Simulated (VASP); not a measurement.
# Cs (P6_3/mmc) in VASP: single point with PBE

Aim: the single point of Cs with PBE.

All numbers are computed with VASP 6.6.1; they aren't measurements. Logs are shortened: lines on timing, memory, paths and dates and some standing lists are left out, and cuts for length are marked.

## (1) The cell of the first run

Symmetry: P6_3/mmc, No. 194, hexagonal system. Conventional cell: a = 5.497 Å, b = 5.497 Å, c = 8.906 Å, α = 90.00°, β = 90.00°, γ = 120.00°.

This isn't the form of Cs at room conditions, which is bcc.

## (2) Single point, PBE

INCAR

```
SYSTEM = Cs
ALGO = Normal ; EDIFF = 1E-7
ENCUT = 520 ; GGA = PE
ISIF = 2 ; ISMEAR = -1
LASPH = .True. ; LCHARG = .False.
LREAL = .False. ; LWAVE = .False.
NBANDS = 26 ; NELM = 100
PREC = Accurate ; SIGMA = 0.05
```

KPOINTS

```
k-points
0
Gamma
  6 4 4
  0 0 0
```

POSCAR

```
Cs
1.0
   -2.7487440651      4.7609643778      0.0000000000
    0.0000000000      0.0000000000      8.9059307710
    8.2462321953      4.7609643778      0.0000000000
Cs
4
Direct
    0.5000000000      0.2500000000      0.1666666670
    0.0000000000      0.2500000000      0.6666666670
    0.0000000000      0.7500000000      0.3333333330
    0.5000000000      0.7500000000      0.8333333330
```

Potentials or basis: VASP PAW PBE potentials, release 64 (Cs_sv).

The run is started by

```sh
cat potpaw_PBE.64/Cs_sv/POTCAR > POTCAR
mpirun -np 1 vasp_std > vasp.out
```

OUTCAR:

```text
SYSTEM = Cs
   EDIFF = 1E-7
   ENCUT = 520
   GGA = PE
   ISIF = 2
   ISMEAR = -1
   LASPH = .True.
   LREAL = .False.
   NELM = 100
   PREC = Accurate

 ion  position               nearest neighbor table
   1  0.500  0.250  0.167-
   2  0.000  0.250  0.667-
   3  0.000  0.750  0.333-
   4  0.500  0.750  0.833-

  LATTYP: Found a simple orthorhombic cell.
 ALAT       =     5.4974881302
 B/A-ratio  =     1.6200000000
 C/A-ratio  =     1.7320508076

  Lattice vectors:

 A1 = (  -2.7487440651,   4.7609643778,   0.0000000000)
 A2 = (   0.0000000000,   0.0000000000,   8.9059307710)
 A3 = (   8.2462321953,   4.7609643778,   0.0000000000)

Analysis of symmetry for initial positions (statically):
=====================================================================
 Subroutine PRICEL returns following result:

  LATTYP: Found a hexagonal cell.
 ALAT       =     5.4974881302
 C/A-ratio  =     1.6200000000

  Lattice vectors:

 A1 = (   2.7487440651,   4.7609643778,   0.0000000000)
 A2 = (  -5.4974881302,   0.0000000000,   0.0000000000)
 A3 = (   0.0000000000,   0.0000000000,   8.9059307710)

   2 primitive cells build up your supercell.

 Routine SETGRP: Setting up the symmetry group for a
 simple orthorhombic supercell.

 Subroutine GETGRP returns: Found  8 space group operations
 (whereof  4 operations were pure point group operations)
 out of a pool of  8 trial point group operations.

The static configuration has the point symmetry C_2h.
 The point group associated with its full space group is D_2h.

Analysis of symmetry for dynamics (positions and initial velocities):
=====================================================================
 Subroutine PRICEL returns following result:

  LATTYP: Found a hexagonal cell.
 ALAT       =     5.4974881302
 C/A-ratio  =     1.6200000000

  Lattice vectors:

 A1 = (   2.7487440651,   4.7609643778,   0.0000000000)
 A2 = (  -5.4974881302,   0.0000000000,   0.0000000000)
 A3 = (   0.0000000000,   0.0000000000,   8.9059307710)

   2 primitive cells build up your supercell.

 Routine SETGRP: Setting up the symmetry group for a
[... 92 lines left out ...]
   dimension x,y,z NGX =    42 NGY =   70 NGZ =   72
   dimension x,y,z NGXF=    84 NGYF=  140 NGZF=  144
   ions per type =               4
   NGX,Y,Z   is equivalent  to a cutoff of  12.70, 13.07, 12.57 a.u.
   NGXF,Y,Z  is equivalent  to a cutoff of  25.40, 26.13, 25.14 a.u.
 SYSTEM =  Cs
   PREC   = accura    normal or accurate (medium, high low for compatibility)
   ISTART =      0    job   : 0-new  1-cont  2-samecut
   ICHARG =      2    charge: 1-file 2-atom 10-const
   ISPIN  =      1    spin polarized calculation?
   LNONCOLLINEAR =      F non collinear calculations
   LSORBIT =      F    spin-orbit coupling
   LASPH  =      T    aspherical Exc in radial PAW
   ENCUT  =  520.0 eV  38.22 Ry    6.18 a.u.  10.22 16.56 17.70*2*pi/ulx,y,z
   NELM   =    100;   NELMIN=  2; NELMDL= -5     # of ELM steps
   EDIFF  = 0.1E-06   stopping-criterion for ELM
   LREAL  =      F    real-space projection
   EDIFFG = 0.1E-05   stopping-criterion for IOM
   NSW    =      0    number of steps for IOM
   IBRION =     -1    ionic relax: 0-MD 1-quasi-New 2-CG
   NFREE  =      0    steps in history (QN), initial steepest desc. (CG)
   ISIF   =      2    stress and relaxation
   ISYM   =      2    0-nonsym 1-usesym 2-fastsym
   POTIM  = 0.5000    time-step for ionic-motion
   TEBEG  =    0.0;   TEEND  =   0.0 temperature during run
   PSTRESS=    0.0 pullay stress
   NELECT =      36.0000    total number of electrons
   NUPDOWN=      -1.0000    fix difference up-down
   EMIN   =  10.00;   EMAX   =-10.00  energy-range for DOS
   EFERMI =   0.00;   METHOD = LEGACY
   ISMEAR =    -1;   SIGMA  =   0.05  broadening in eV -4-tet -1-fermi 0-gaus
   EFERMI_NEDOS =   21; number of points for ismear=-14 and -15
   IALGO  =     38    algorithm
   IMIX   =      4    mixing-type and parameters
     AMIX     =   0.40;   BMIX     =  1.00
     AMIX_MAG =   1.60;   BMIX_MAG =  1.00
  volume/ion in A,a.u.               =     116.55       786.51
  Fermi-wavevector in a.u.,A,eV,Ry     =   0.697139  1.317402  6.612473  0.486003
  Thomas-Fermi vector in A             =   1.780384
   LORBIT       =      0    0 simple, 1 ext, 2 COOP (PROOUT), +10 PAW based schemes
   GGA     = PE    functional components
   LHFCALC =     F    Hartree Fock is set to
   AEXX    =    0.0000 exact exchange contribution
   IVDW    =     0    specifies the selected vdW correction
   LEPSILON=     F    determine dielectric tensor
   LRPA    =     F    only Hartree local field effects (RPA)
 non-spin polarized calculation
  energy-cutoff  :      520.00
  volume of cell :      466.20
 maximum number of plane-waves:     12594
 NGX is ok and might be reduce to    42
   NGX = 21   NGY = 33   NGZ = 35

 number of electron      35.9999996 magnetization

 Free energy of the ion-electron system (eV)
  ---------------------------------------------------
  ext. energy  EPLUGINS =         0.00000000
  ---------------------------------------------------
  free energy    TOTEN  =        -3.42302270 eV

  energy without entropy =       -3.38002331  energy(sigma->0) =       -3.40152300

 E-fermi :   0.4282     XC(G=0):  -5.3721

 val. band max:        0.4054991331   @ k =   0.0000   0.0000   0.0000
 cond. band min:       0.4370317182   @ k =   0.0000   0.2500   0.5000
 fundamental gap:      0.0315325851
 Fermi energy:         0.4282137540

 k-point     1 :       0.0000    0.0000    0.0000
  band No.  band energies     occupation
      1     -23.4377      2.00000
      2     -23.4321      2.00000
      3     -23.4319      2.00000
      4     -23.4302      2.00000
      5     -10.3152      2.00000
      6     -10.3004      2.00000
[... 685 lines left out ...]
     25       2.0071      0.00000
     26       2.0071      0.00000

 [... further k-points ...]
[... 5 lines left out ...]
  --------------------------------------------------------------------------------------
  -------------------------------------------------------------------------------------
  Total       -0.0156175      0.0681940      0.0269733     -0.0725829     -0.0000000     -0.0000000
  in kB       -0.0536727      0.2343626      0.0926992     -0.2494460     -0.0000000     -0.0000000
  external PRESSURE =       0.0911297 kB  Pullay stress =       0.0000000 kB

 VOLUME and BASIS-vectors are now :
 -----------------------------------------------------------------------------
  energy-cutoff  :      520.00
  volume of cell :      466.20
      direct lattice vectors                 reciprocal lattice vectors
    -2.748744065  4.760964378  0.000000000    -0.090950628  0.157531109  0.000000000
     0.000000000  0.000000000  8.905930771     0.000000000  0.000000000  0.112284726
     8.246232195  4.760964378  0.000000000     0.090950628  0.052510370  0.000000000

 POSITION                                       TOTAL-FORCE (eV/Angst)
 -----------------------------------------------------------------------------------
      0.00000      3.17398      2.22648        -0.001249     -0.000721     -0.000000
      5.49749      3.17398      2.22648        -0.001249     -0.000721      0.000000
      2.74874      1.58699      6.67945         0.001249      0.000721     -0.000000
      5.49749      6.34795      6.67945         0.001249      0.000721      0.000000
 -----------------------------------------------------------------------------------
    total drift:                                0.000000      0.000000     -0.000000

  FREE ENERGIE OF THE ION-ELECTRON SYSTEM (eV)
  ---------------------------------------------------
  free  energy   TOTEN  =        -3.4230226976 eV

  energy  without entropy=       -3.3800233094  energy(sigma->0) =       -3.40152300
```

stdout:

```text
POSCAR found type information on POSCAR Cs
 POSCAR found :  1 types and       4 ions
 scaLAPACK will be used
 LDA part: xc-table for (Slater+PW92), standard interpolation
 POSCAR, INCAR and KPOINTS ok, starting setup
 FFT: planning ... GRIDC
 FFT: planning ... GRID_SOFT
 FFT: planning ... GRID
 WAVECAR not read
 entering main loop
```

Run time: 3.6 min. Hardware: 1 thread of AMD EPYC 9R45 (Zen 5), shared host; peak memory 0.62 GiB.

Results:

| Quantity | Value |
| --- | --- |
| Free energy | -3.4230 eV |
| Pressure | 0.0 GPa |
| Band gap on the k mesh | zero (bands 18 and 19 overlap by 1.15 eV) |

Caveat: spin-orbit coupling is left out, which moves the levels of the heavy elements.

The gap in the log of VASP goes by the Fermi energy; the results here count the filled bands.